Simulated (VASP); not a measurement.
**SiC: single point with PBE**

The system is SiC.

```
CELL_PARAMETERS angstrom
3.07600 0.00000 0.00000
-1.53800 2.66389 0.00000
0.00000 0.00000 5.04800
ATOMIC_POSITIONS crystal
Si 0.33333 0.66667 0.00000
Si 0.66667 0.33333 0.50000
C 0.33333 0.66667 0.38500
C 0.66667 0.33333 0.88500
```

```yaml
Program: VASP 6.6.1
Task: single point
Functional: PBE
Potentials_or_basis: VASP PAW PBE potentials, release 64 (Si, C)
Cutoff: 600 eV
k_mesh: 6 × 6 × 4
Occupations: gaussian, width 0.02 eV
Spin: no spin polarisation
```

The pressure is 3.5 GPa, the largest force is 0.745 eV/Å and the band gap on the k mesh is 2.32 eV (least direct gap 4.07 eV).

Forces on the atoms (eV/Å):
```
Si   0.000  0.000  0.745
Si   0.000  0.000  0.745
C    0.000  0.000 -0.745
C    0.000  0.000 -0.745
```

Stress tensor (GPa, compression positive):
```
5.16 0.00 0.00
0.00 5.16 0.00
0.00 0.00 0.18
```

Levels at points of the mesh, in eV from the valence-band top:
```tsv
k point	band 4	band 5	band 6	band 7	band 8	band 9	band 10	band 11	band 12	band 13
(0.00, 0.00, 0.00)	-1.56	-1.56	-0.28	-0.28	0.00	4.62	6.02	6.50	6.50	7.55
(0.50, 0.00, 0.00)	-6.55	-5.43	-3.54	-3.26	-1.49	2.59	4.19	6.74	7.20	9.70
(0.00, 0.00, 0.50)	-4.46	-0.97	-0.97	-0.97	-0.97	5.71	5.71	7.17	7.17	7.17
(0.50, 0.00, 0.50)	-8.45	-2.69	-2.69	-2.34	-2.34	3.16	3.16	4.99	4.99	10.38
```

Wall time 29 s on 1 thread of Intel Xeon 8259CL (shared host), peak memory 0.17 GiB.

Caveat: the cell stands under pressure. PBE gaps usually lie below the measured ones, often by a third to a half.
